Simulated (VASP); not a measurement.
Here is a VASP 6.6.1 calculation.

Contents of INCAR:

```
SYSTEM = SbPb
ALGO = Normal
EDIFF = 1E-6
ENCUT = 520
GGA = PS
ISIF = 2
ISMEAR = 1
LASPH = .TRUE.
LCHARG = .FALSE.
LREAL = .FALSE.
LWAVE = .FALSE.
NBANDS = 16
NELM = 80
PREC = Accurate
SIGMA = 0.1
```

KPOINTS

```
k-points
0
G
  10 10 10
  0 0 0
```

The input POSCAR:

```
SbPb
1.0
    0.0000000000      3.0664057100      3.1612430000
    3.0664057100      0.0000000000      3.1612430000
    3.0664057100      3.0664057100      0.0000000000
Sb Pb
1 1
Direct
    0.5000000000      0.5000000000      0.5000000000
    0.0000000000      0.0000000000      0.0000000000
```

Potentials or basis: VASP PAW PBE potentials, release 64 (Sb, Pb_d).

Command:

```sh
$ cat potpaw_PBE.64/Sb/POTCAR potpaw_PBE.64/Pb_d/POTCAR > POTCAR
$ mpirun -np 1 vasp_std > vasp.out
```

Task: Predict the pressure.

Result: 1.7 GPa.

Stress tensor (GPa, compression positive):
```
 2.86  0.00  0.00
 0.00  2.86  0.00
 0.00  0.00 -0.53
```

Caveat: the PAW data sets were made with another functional, which shifts forces and pressure a little.
